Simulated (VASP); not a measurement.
# Al8N7 (a cell with a defect) in VASP: a series of runs, part 2 of 2

VASP 6.6.1. The steps go on from the part before.

## (3) Single point, PBE

File INCAR:

```
ALGO = Normal
EDIFF = 1E-7
ENCUT = 520
GGA = PE
ISIF = 2
ISMEAR = 0
LASPH = T
LCHARG = F
LREAL = Auto
LWAVE = F
NBANDS = 42
NELECT = 56.0
NELM = 80
PREC = Accurate
SIGMA = 0.05
```

File KPOINTS:

```
k-points
0
Gamma
  4 4 4
```

File POSCAR:

```
Al8N7
1.0
    0.0000000000      4.0705261175     -4.0705261175
    4.0705261175      4.0705261175      0.0000000000
    4.0705261175      0.0000000000     -4.0705261175
Al N
8 7
Direct
    0.2500000000      0.7500000000      0.2500000000
    0.2500000000      0.2500000000      0.2500000000
    0.7500000000      0.7500000000      0.2500000000
    0.7500000000      0.2500000000      0.2500000000
    0.2500000000      0.7500000000      0.7500000000
    0.2500000000      0.2500000000      0.7500000000
    0.7500000000      0.7500000000      0.7500000000
    0.7500000000      0.2500000000      0.7500000000
    0.5460628417      0.0164371583      0.0460628417
    1.0000000000      0.5000000000      0.0000000000
    1.0000000000      0.0000000000      0.0000000000
    0.5000000000      0.5000000000      0.5000000000
    0.5000000000      0.0000000000      0.5000000000
    1.0000000000      0.5000000000      0.5000000000
    1.0000000000      0.0000000000      0.5000000000
```

Potentials or basis: VASP PAW PBE potentials, release 64 (Al, N).

Launch:

```
$ cat potpaw_PBE.64/Al/POTCAR potpaw_PBE.64/N/POTCAR > POTCAR
$ mpirun -np 1 vasp_std > vasp.out
```

OUTCAR:

```text
EDIFF = 1E-7
   ENCUT = 520
   GGA = PE
   ISIF = 2
   ISMEAR = 0
   LASPH = T
   LREAL = Auto
   NELECT = 56.0
   NELM = 80
   PREC = Accurate

 ion  position               nearest neighbor table
   1  0.250  0.750  0.250-  11 2.04  12 2.04  14 2.04  15 2.04   9 2.33   5 2.88   2 2.88   3 2.88
                             5 2.88   6 2.88   7 2.88   2 2.88   4 2.88   6 2.88   3 2.88   4 2.88
   2  0.250  0.250  0.250-   9 1.84  10 2.04  13 2.04  14 2.04  15 2.04   6 2.88   1 2.88   4 2.88
                             5 2.88   6 2.88   8 2.88   1 2.88   3 2.88   5 2.88   3 2.88   4 2.88
   3  0.750  0.750  0.250-   9 1.70  10 2.04  11 2.04  12 2.04  13 2.04  14 2.04   1 2.88   4 2.88
                             7 2.88   5 2.88   7 2.88   8 2.88   2 2.88   4 2.88   8 2.88   1 2.88
   4  0.750  0.250  0.250-  10 2.04  11 2.04  12 2.04  13 2.04  15 2.04   8 2.88   2 2.88   3 2.88
                             6 2.88   7 2.88   8 2.88   1 2.88   3 2.88   7 2.88   1 2.88   2 2.88
   5  0.250  0.750  0.750-  10 2.04  11 2.04  12 2.04  13 2.04  15 2.04   7 2.88   1 2.88   6 2.88
                             1 2.88   2 2.88   3 2.88   2 2.88   6 2.88   8 2.88   3 2.88   7 2.88
   6  0.250  0.250  0.750-  10 2.04  11 2.04  12 2.04  13 2.04  14 2.04   9 2.44   2 2.88   5 2.88
                             8 2.88   1 2.88   2 2.88   4 2.88   1 2.88   5 2.88   7 2.88   4 2.88
   7  0.750  0.750  0.750-  10 2.04  13 2.04  14 2.04  15 2.04   9 2.33   8 2.88   3 2.88   5 2.88
                             1 2.88   3 2.88   4 2.88   4 2.88   6 2.88   8 2.88   1 2.88   5 2.88
   8  0.750  0.250  0.750-   9 1.84  11 2.04  12 2.04  14 2.04  15 2.04   7 2.88   4 2.88   6 2.88
                             2 2.88   3 2.88   4 2.88   3 2.88   5 2.88   7 2.88   2 2.88   5 2.88
   9  0.546  0.016  0.046-   3 1.70   2 1.84   8 1.84   7 2.33   1 2.33   6 2.44
  10  0.000  0.500  0.000-   2 2.04   3 2.04   4 2.04   5 2.04   6 2.04   7 2.04
  11  0.000  0.000  0.000-   1 2.04   3 2.04   4 2.04   5 2.04   6 2.04   8 2.04
  12  0.500  0.500  0.500-   1 2.04   3 2.04   4 2.04   5 2.04   6 2.04   8 2.04
  13  0.500  0.000  0.500-   2 2.04   3 2.04   4 2.04   5 2.04   6 2.04   7 2.04
  14  0.000  0.500  0.500-   1 2.04   2 2.04   3 2.04   6 2.04   7 2.04   8 2.04
  15  0.000  0.000  0.500-   1 2.04   2 2.04   4 2.04   5 2.04   7 2.04   8 2.04

  LATTYP: Found a face centered cubic cell.
 ALAT       =     8.1410522350

  Lattice vectors:

 A1 = (   0.0000000000,   4.0705261175,  -4.0705261175)
[... 203 lines left out ...]
  energy without entropy =     -131.06901736  energy(sigma->0) =     -131.07423798

 E-fermi :   8.7749     XC(G=0): -11.6715

 val. band max:        8.7679639814   @ k =   0.5000   0.0000   0.0000
 cond. band min:       8.7753186157   @ k =   0.0000   0.2500   0.0000
 fundamental gap:      0.0073546343
 Fermi energy:         8.7748771428

 k-point     1 :       0.0000    0.0000    0.0000
  band No.  band energies     occupation
      1      -7.7416      2.00000
      2      -5.1553      2.00000
      3      -4.9270      2.00000
      4      -4.8177      2.00000
      5      -4.2349      2.00000
      6      -4.0213      2.00000
[... 1021 lines left out ...]
     39      18.1666      0.00000
     40      18.3989      0.00000
 [bands above 40 left out]

------------------------ aborting loop because EDIFF is reached ----------------------------------------

  FORCE on cell =-STRESS in cart. coord.  units (eV):
  Direction    XX          YY          ZZ          XY          YZ          ZX
  --------------------------------------------------------------------------------------
  -------------------------------------------------------------------------------------
  Total      -33.1761279    -33.1761279    -27.8660484     -0.6430211      0.9116959      0.9116958
  in kB     -394.0530074   -394.0530074   -330.9819709     -7.6375517     10.8287657     10.8287649
  external PRESSURE =    -373.0293285 kB  Pullay stress =       0.0000000 kB

 VOLUME and BASIS-vectors are now :
 -----------------------------------------------------------------------------
  energy-cutoff  :      520.00
  volume of cell :      134.89
      direct lattice vectors                 reciprocal lattice vectors
     0.000000000  4.070526118 -4.070526118    -0.122834244  0.122834244 -0.122834244
     4.070526118  4.070526118  0.000000000     0.122834244  0.122834244  0.122834244
     4.070526118  0.000000000 -4.070526118     0.122834244 -0.122834244 -0.122834244

 POSITION                                       TOTAL-FORCE (eV/Angst)
 -----------------------------------------------------------------------------------
      4.07053      4.07053     -2.03526         2.583892     -0.374430     -0.218688
      2.03526      2.03526     -2.03526         1.455686     -2.564301      0.139212
      4.07053      6.10579     -4.07053        -0.487472     -0.487472     -4.418061
      2.03526      4.07053     -4.07053         0.015500      0.015500     -2.527261
      6.10579      4.07053     -4.07053         0.103965      0.103965      2.490748
      4.07053      2.03526     -4.07053         0.119765      0.119765      0.689516
      6.10579      6.10579     -6.10579        -0.374430      2.583892     -0.218688
      4.07053      4.07053     -6.10579        -2.564301      1.455686      0.139212
      0.25441      2.28967     -2.41026        -1.704199     -1.704199      7.111565
      2.03526      2.03526      0.00000        -0.346789     -0.000297     -0.085242
      0.00000      0.00000      0.00000        -0.089715      1.397653     -1.533973
      4.07053      4.07053     -4.07053        -0.000297     -0.346789     -0.085242
      2.03526      2.03526     -4.07053         1.397653     -0.089715     -1.533973
      4.07053      2.03526     -2.03526        -0.037533     -0.037533     -0.004919
      2.03526      0.00000     -2.03526        -0.071727     -0.071727      0.055794
 -----------------------------------------------------------------------------------
    total drift:                               -0.000637     -0.000637      0.001276

  FREE ENERGIE OF THE ION-ELECTRON SYSTEM (eV)
  ---------------------------------------------------
  free  energy   TOTEN  =      -131.0794585984 eV

  energy  without entropy=     -131.0690173556  energy(sigma->0) =     -131.07423798
```

stdout:

```text
POSCAR found type information on POSCAR AlN
 POSCAR found :  2 types and      15 ions
 scaLAPACK will be used
 LDA part: xc-table for (Slater+PW92), standard interpolation
 POSCAR, INCAR and KPOINTS ok, starting setup
 FFT: planning ... GRIDC
 FFT: planning ... GRID_SOFT
 FFT: planning ... GRID
 WAVECAR not read
 entering main loop
 the old and the new charge density differ
 old charge density:    59.00000 new   56.00000
    0.202E+01
```

Wall time 3.7 min (1 thread of Intel Xeon 6975P-C (Granite Rapids), shared host); peak memory 0.34 GiB.

What came out:

```
Free energy   : -131.0795 eV
Largest force : 7.509 eV/Å
```

Forces in eV/Å, atoms in the order of the input:
```
Al   2.584 -0.374 -0.219
Al   1.456 -2.564  0.139
Al  -0.487 -0.487 -4.418
Al   0.015  0.015 -2.527
Al   0.104  0.104  2.491
Al   0.120  0.120  0.690
Al  -0.374  2.584 -0.219
Al  -2.564  1.456  0.139
N   -1.704 -1.704  7.112
N   -0.347  0.000 -0.085
N   -0.090  1.398 -1.534
N    0.000 -0.347 -0.085
N    1.398 -0.090 -1.534
N   -0.038 -0.038 -0.005
N   -0.072 -0.072  0.056
```

Levels at points of the mesh, in eV from the Fermi level:
| k point | band 24 | band 25 | band 26 | band 27 | band 28 | band 29 | band 30 | band 31 | band 32 | band 33 |
| --- | --- | --- | --- | --- | --- | --- | --- | --- | --- | --- |
| (0.00, 0.00, 0.00) | -0.61 | -0.46 | -0.41 | 0.12 | 0.16 | 0.31 | 4.43 | 5.43 | 5.53 | 5.62 |
| (0.50, 0.00, 0.00) | -1.33 | -0.99 | -0.39 | -0.06 | -0.01 | 0.03 | 2.37 | 4.75 | 5.50 | 6.51 |
| (0.00, 0.50, 0.00) | -1.11 | -0.69 | -0.66 | -0.37 | -0.07 | 0.09 | 2.40 | 5.29 | 5.53 | 5.89 |
| (0.50, 0.50, 0.50) | -1.22 | -0.70 | -0.66 | -0.28 | -0.05 | -0.01 | 2.53 | 5.27 | 5.53 | 7.28 |
| (0.50, 0.50, 0.00) | -0.89 | -0.74 | -0.71 | -0.67 | -0.31 | 0.59 | 2.35 | 4.59 | 4.77 | 6.58 |
| (0.50, 0.00, 0.50) | -1.03 | -0.81 | -0.68 | -0.66 | -0.31 | 0.55 | 2.16 | 4.49 | 4.79 | 7.05 |

Caveat: the cell carries a net charge on a neutralising background, which shifts energy and pressure; the cell differs from its parent crystal (atoms taken out, atom 9 moved -0.125 of the way to it and -0.375 Å across, host rigid); the cell is charged against a uniform background, so pressure and absolute levels hang on convention.

## (4) Single point, PBE

File INCAR:

```
PREC = Accurate
ENCUT = 520
EDIFF = 1E-6
ISMEAR = 0
SIGMA = 0.05
LREAL = Auto
LASPH = T
NELM = 80
ALGO = Normal
ISIF = 2
LWAVE = F
LCHARG = F
GGA = PE
NBANDS = 42
NELECT = 56.0
```

File KPOINTS:

```
regular mesh
0
Gamma
  4 4 4
```

POSCAR, as its differences from that of step 3:

```diff
@@ -16,3 +16,3 @@
     0.7500000000      0.2500000000      0.7500000000
-    0.5460628417      0.0164371583      0.0460628417
+    0.5460628417     -0.1710628417      0.0460628417
     1.0000000000      0.5000000000      0.0000000000
```

Potentials or basis: VASP PAW PBE potentials, release 64 (Al, N).

Launch:

```
$ cat potpaw_PBE.64/Al/POTCAR potpaw_PBE.64/N/POTCAR > POTCAR
$ mpirun -np 1 vasp_std > vasp.out
```

OUTCAR:

```text
PREC = Accurate
   ENCUT = 520
   EDIFF = 1E-6
   ISMEAR = 0
   LREAL = Auto
   LASPH = T
   NELM = 80
   ISIF = 2
   GGA = PE
   NELECT = 56.0

 ion  position               nearest neighbor table
   1  0.250  0.750  0.250-   9 1.65  11 2.04  12 2.04  14 2.04  15 2.04   5 2.88   2 2.88   3 2.88
                             5 2.88   6 2.88   7 2.88   2 2.88   4 2.88   6 2.88   3 2.88   4 2.88
   2  0.250  0.250  0.250-  10 2.04  13 2.04  14 2.04  15 2.04   4 2.88   6 2.88   1 2.88   5 2.88
[... 1284 lines left out ...]
  energy-cutoff  :      520.00
  volume of cell :      134.89
      direct lattice vectors                 reciprocal lattice vectors
     0.000000000  4.070526118 -4.070526118    -0.122834244  0.122834244 -0.122834244
     4.070526118  4.070526118  0.000000000     0.122834244  0.122834244  0.122834244
     4.070526118  0.000000000 -4.070526118     0.122834244 -0.122834244 -0.122834244

 POSITION                                       TOTAL-FORCE (eV/Angst)
 -----------------------------------------------------------------------------------
      4.07053      4.07053     -2.03526         4.233817     -5.722823      1.238840
      2.03526      2.03526     -2.03526         1.370004     -2.842143     -0.087597
      4.07053      6.10579     -4.07053         0.186006      0.186006     -2.602721
      2.03526      4.07053     -4.07053         0.078633      0.078633     -2.795864
      6.10579      4.07053     -4.07053        -0.201483     -0.201483      2.761436
      4.07053      2.03526     -4.07053        -0.165240     -0.165240      1.251312
      6.10579      6.10579     -6.10579        -5.722823      4.233817      1.238840
      4.07053      4.07053     -6.10579        -2.842143      1.370004     -0.087597
      3.56171      5.59697     -2.41026         4.212851      4.212851      2.855896
      2.03526      2.03526      0.00000        -1.630162      0.348764     -2.353914
      0.00000      0.00000      0.00000         0.067861     -0.117779      0.469210
      4.07053      4.07053     -4.07053         0.348764     -1.630162     -2.353914
      2.03526      2.03526     -4.07053        -0.117779      0.067861      0.469210
      4.07053      2.03526     -2.03526         0.079865      0.079865      0.015787
      2.03526      0.00000     -2.03526         0.101829      0.101829     -0.018924
 -----------------------------------------------------------------------------------
    total drift:                                0.001118      0.001118      0.000725

  FREE ENERGIE OF THE ION-ELECTRON SYSTEM (eV)
  ---------------------------------------------------
  free  energy   TOTEN  =      -129.5856116430 eV

  energy  without entropy=     -129.5797825843  energy(sigma->0) =     -129.58269711
```

It took 3 min on 1 thread of Intel Xeon 6975P-C (Granite Rapids), shared host; peak memory 0.33 GiB.

Results:

```
Free energy   : -129.5856 eV
Largest force : 7.226 eV/Å
```

Forces on the atoms (eV/Å):
```
Al   4.234 -5.723  1.239
Al   1.370 -2.842 -0.088
Al   0.186  0.186 -2.603
Al   0.079  0.079 -2.796
Al  -0.201 -0.201  2.761
Al  -0.165 -0.165  1.251
Al  -5.723  4.234  1.239
Al  -2.842  1.370 -0.088
N    4.213  4.213  2.856
N   -1.630  0.349 -2.354
N    0.068 -0.118  0.469
N    0.349 -1.630 -2.354
N   -0.118  0.068  0.469
N    0.080  0.080  0.016
N    0.102  0.102 -0.019
```

Caveat: the cell carries a net charge on a neutralising background, which shifts energy and pressure; the cell differs from its parent crystal (atoms taken out, atom 9 moved 0.250 of the way to it and -0.375 Å across, host rigid); the cell is charged against a uniform background, so pressure and absolute levels hang on convention.
